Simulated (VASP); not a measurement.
# SnSe2 (R-3m) in VASP: further runs, part 2 of 2

VASP 6.6.1. Earlier steps stand in the parts before.

## Step 3: Single point, r2SCAN

POSCAR

```
SnSe2
1.0
    1.9122916090      1.1040620752      6.3350940106
   -1.9122916090      1.1040620752      6.3350940106
    0.0000000000     -2.2081241505      6.3350940106
Sn Se
1 2
Direct
    0.0000000000      0.0000000000      0.0000000000
    0.2505568934      0.2505568934      0.2505568934
    0.7494431066      0.7494431066      0.7494431066
```

INCAR.step1

```
SYSTEM = SnSe2
ALGO = Normal
EDIFF = 1E-4
ENCUT = 520
GGA = PE
ISMEAR = 0
LASPH = .TRUE.
LCHARG = .FALSE.
LREAL = .FALSE.
LWAVE = .TRUE.
NBANDS = 20
NELM = 100
PREC = Accurate
SIGMA = 0.01
```

INCAR.step2

```
SYSTEM = SnSe2
ALGO = Normal
EDIFF = 1E-6
ENCUT = 520
ISIF = 2
ISMEAR = 0
ISTART = 1
LASPH = .TRUE.
LCHARG = .FALSE.
LMIXTAU = .TRUE.
LREAL = .FALSE.
LWAVE = .FALSE.
METAGGA = R2SCAN
NBANDS = 20
NELM = 100
PREC = Accurate
SIGMA = 0.01
```

KPOINTS

```
k-points
0
G
  6 6 6
  0 0 0
```

Potentials or basis: VASP PAW PBE potentials, release 64 (Sn_d, Se).

Run with:

```console
$ cat potpaw_PBE.64/Sn_d/POTCAR potpaw_PBE.64/Se/POTCAR > POTCAR
$ cp INCAR.step1 INCAR
$ mpirun -np 1 vasp_std > vasp.out
$ cp INCAR.step2 INCAR
$ mpirun -np 1 vasp_std > vasp.out
```

OUTCAR:

```text
SYSTEM = SnSe2
   EDIFF = 1E-6
   ENCUT = 520
   ISIF = 2
   ISMEAR = 0
   ISTART = 1
   LASPH = .TRUE.
   LREAL = .FALSE.
   METAGGA = R2SCAN
   NELM = 100
   PREC = Accurate

 ion  position               nearest neighbor table
   1  0.000  0.000  0.000-   3 2.71   3 2.71   2 2.71   2 2.71   3 2.71   2 2.71
   2  0.251  0.251  0.251-   1 2.71   1 2.71   1 2.71
   3  0.749  0.749  0.749-   1 2.71   1 2.71   1 2.71

  LATTYP: Found a trigonal (rhomboedric) cell.
[... 748 lines left out ...]

  FORCE on cell =-STRESS in cart. coord.  units (eV):
  Direction    XX          YY          ZZ          XY          YZ          ZX
  --------------------------------------------------------------------------------------
  -------------------------------------------------------------------------------------
  Total        0.5215999      0.5215999      0.4403313      0.0000000     -0.0000000      0.0000000
  in kB       10.4134871     10.4134871      8.7909986      0.0000000     -0.0000000      0.0000000
  external PRESSURE =       9.8726576 kB  Pullay stress =       0.0000000 kB

 VOLUME and BASIS-vectors are now :
 -----------------------------------------------------------------------------
  energy-cutoff  :      520.00
  volume of cell :       80.25
      direct lattice vectors                 reciprocal lattice vectors
     1.912291609  1.104062075  6.335094011     0.261466399  0.150957696  0.052616951
    -1.912291609  1.104062075  6.335094011    -0.261466399  0.150957696  0.052616951
     0.000000000 -2.208124151  6.335094011     0.000000000 -0.301915391  0.052616951

 POSITION                                       TOTAL-FORCE (eV/Angst)
 -----------------------------------------------------------------------------------
      0.00000      0.00000      0.00000         0.000000     -0.000000     -0.000000
      0.00000     -0.00000      4.76190         0.000000     -0.000000      0.020284
      0.00000     -0.00000     14.24338         0.000000      0.000000     -0.020284
 -----------------------------------------------------------------------------------
    total drift:                                0.000000      0.000000      0.000000

  FREE ENERGIE OF THE ION-ELECTRON SYSTEM (eV)
  ---------------------------------------------------
  free  energy   TOTEN  =       -54.6076410878 eV

  energy  without entropy=      -54.6076410878  energy(sigma->0) =      -54.60764109
```

OUTCAR.step1:

```text
SYSTEM = SnSe2
   EDIFF = 1E-4
   ENCUT = 520
   GGA = PE
   ISMEAR = 0
[... 779 lines left out ...]
      0.00000      0.00000      0.00000         0.000000      0.000000      0.000000
      0.00000     -0.00000      4.76190         0.000000      0.000000     -0.252554
      0.00000     -0.00000     14.24338         0.000000     -0.000000      0.252554
 -----------------------------------------------------------------------------------
    total drift:                                0.000000      0.000000      0.000000

  FREE ENERGIE OF THE ION-ELECTRON SYSTEM (eV)
  ---------------------------------------------------
  free  energy   TOTEN  =       -11.7996522914 eV

  energy  without entropy=      -11.7996522914  energy(sigma->0) =      -11.79965229
```

OSZICAR.step1:

```text
N       E                     dE             d eps       ncg     rms          rms(c)
DAV:   1     0.207040682551E+03    0.20704E+03   -0.12027E+04  1308   0.145E+03
DAV:   2     0.120825798946E+02   -0.19496E+03   -0.18765E+03  1340   0.385E+02
DAV:   3    -0.112691714922E+02   -0.23352E+02   -0.22750E+02  1608   0.115E+02
DAV:   4    -0.120547751693E+02   -0.78560E+00   -0.78460E+00  1512   0.220E+01
DAV:   5    -0.120744191567E+02   -0.19644E-01   -0.19641E-01  1744   0.365E+00    0.497E+00
DAV:   6    -0.118187430053E+02    0.25568E+00   -0.51294E-01  1908   0.745E+00    0.320E+00
DAV:   7    -0.117993101075E+02    0.19433E-01   -0.15749E-01  1520   0.250E+00    0.101E+00
DAV:   8    -0.117991443977E+02    0.16571E-03   -0.12432E-02  1624   0.104E+00    0.282E-01
DAV:   9    -0.117996420256E+02   -0.49763E-03   -0.15005E-03  1472   0.293E-01    0.856E-02
DAV:  10    -0.117996522914E+02   -0.10266E-04   -0.11274E-04  1180   0.762E-02
   1 F= -.11799652E+02 E0= -.11799652E+02  d E =-.813129E-18
```

Wall time 4.1 min (1 thread of Intel Xeon 6975P-C (Granite Rapids), shared host); peak memory 0.4 GiB.

What came out:

```yaml
Free_energy: -54.6076 eV
Pressure: 1.0 GPa
Largest_force: 0.020 eV/Å
Band_gap_on_the_k_mesh: 0.58 eV (least direct gap 0.82 eV)
```

Forces in eV/Å, atoms in the order of the input:
```
Sn   0.000  0.000  0.000
Se   0.000  0.000  0.020
Se   0.000  0.000 -0.020
```

Levels at points of the mesh, in eV from the valence-band top:
| k point | band 11 | band 12 | band 13 | band 14 | band 15 | band 16 |
| --- | --- | --- | --- | --- | --- | --- |
| (0.00, 0.00, 0.00) | -0.30 | -0.30 | -0.23 | 1.43 | 3.52 | 4.88 |
| (0.50, 0.00, 0.00) | -2.39 | -1.43 | -0.64 | 1.40 | 4.38 | 6.57 |
| (0.50, 0.50, 0.00) | -2.25 | -0.31 | -0.24 | 0.58 | 4.24 | 5.55 |
| (0.50, 0.50, 0.50) | -0.71 | -0.17 | -0.17 | 2.78 | 3.56 | 4.96 |

Caveat: the PAW data sets were made with another functional, which shifts forces and pressure a little; spin-orbit coupling is left out, which moves the levels of the heavy elements. A k mesh can miss the band edges.
